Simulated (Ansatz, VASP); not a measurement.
## One calculation of C, two programs

```
CELL_PARAMETERS angstrom
0.00000 1.81264 1.81264
1.81264 0.00000 1.81264
1.81264 1.81264 0.00000
ATOMIC_POSITIONS crystal
C 0.50000 0.50000 0.50000
C 0.75000 0.75000 0.75000
```

Change from the starting cell: volume scaled by 1.05.

Alike in both runs: task single point; functional PBE; k mesh 20 × 20 × 20; occupations fermi-dirac, width 0.08 eV; no spin polarisation.

```csv
,VASP,Ansatz
version,VASP 6.6.1,Ansatz 0.2.0
potentials or method,"VASP PAW PBE potentials, release 64 (C), cutoff 520 eV","all-electron LAPW, scalar-relativistic"
```

|  | VASP | Ansatz | Ansatz less VASP |
| --- | --- | --- | --- |
| gap on the k mesh at the Fermi level (eV) | 4.03 | 4.03 | +0.008 |
| pressure (GPa) | -17.3 | -17.9 | -0.54 |

Ansatz ran all-electron here, and VASP with PAW potentials.
